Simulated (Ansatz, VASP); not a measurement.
# BP in VASP and in Ansatz

Contents of POSCAR:

```
BP
1.0
    0.0000000000      2.2690000000      2.2690000000
    2.2690000000      0.0000000000      2.2690000000
    2.2690000000      2.2690000000      0.0000000000
P B
1 1
Direct
    0.7500000000      0.7500000000      0.7500000000
    0.0000000000      0.0000000000      0.0000000000
```

INCAR.step1

```
SYSTEM = BP
ALGO = Normal
EDIFF = 1E-5
ENCUT = 600
GGA = PE
ISMEAR = -1
LASPH = .True.
LCHARG = .False.
LREAL = .False.
LWAVE = .True.
NBANDS = 11
NELM = 80
PREC = Accurate
SIGMA = 0.05
```

INCAR.step2

```
SYSTEM = BP
AEXX = 1.0
AGGAC = 0.0
ALDAC = 0.0
ALGO = Normal
EDIFF = 1E-6
EDIFFG = -0.01
ENCUT = 600
GGA = PE
IBRION = 2
ISIF = 3
ISMEAR = -1
ISTART = 1
LASPH = .True.
LCHARG = .False.
LHFCALC = .True.
LREAL = .False.
LWAVE = .False.
NELM = 80
NSW = 60
PREC = Accurate
PRECFOCK = Normal
SIGMA = 0.05
```

KPOINTS

```
k-points
0
Gamma
  5 5 5
  0 0 0
```

Contents of input.yaml:

```yaml
crystal:
  lattice:
    - [0.0, 2.269, 2.269]
    - [2.269, 0.0, 2.269]
    - [2.269, 2.269, 0.0]
  atoms:
    - { symbol: P, position: [0.75, 0.75, 0.75] }
    - { symbol: B, position: [0.0, 0.0, 0.0] }
hamiltonian:
  xc: hf
  pseudopotentials: { kind: paw }
kpoints:
  mp_grid: { grid: [5, 5, 5] }
scf:
  occupations: { method: fermi_dirac, width: 0.05 }
output:
  forces: true
  stress: true
  write_density: true
  write_potential: true
  elf: true
  volumetric_format: npy
relax:
  f_tol: 0.01
  max_steps: 40
  cell: { stress_tol: 0.05 }
```

Alike in both runs: task relaxation of cell and atoms; functional HF; k mesh 5 × 5 × 5; occupations fermi-dirac, width 0.05 eV; no spin polarisation.

|  | VASP | Ansatz |
| --- | --- | --- |
| version | VASP 6.6.1 | Ansatz 0.2.0 |
| potentials or method | VASP PAW PBE potentials, release 64 (P, B) | Ansatz PAW |
| plane-wave cutoff (eV) | 600 | 420 |
| valence electrons in the cell | 8 | 8 |

|  | VASP | Ansatz | Ansatz less VASP |
| --- | --- | --- | --- |
| gap on the k mesh at the Fermi level, each at its own relaxed structure (eV) | 8.08 | 7.94 | -0.136 |
| relaxed volume (Å³/atom) | 11.93 | 12.05 | +0.123 |
| relaxed cell length with the largest relative difference (Å) | 3.232 | 3.243 | +0.0110 |

VASP's potentials were made for PBE, not for HF.

The k mesh is coarse, so the values compare programs but aren't converged. Noted on Ansatz's run: odd divisions of the mesh miss points on the zone boundary, where band edges often lie, so the gap on the mesh can be too wide; the plane-wave basis is chosen anew once the cell has moved, so the energies of steps on either side of that aren't comparable.
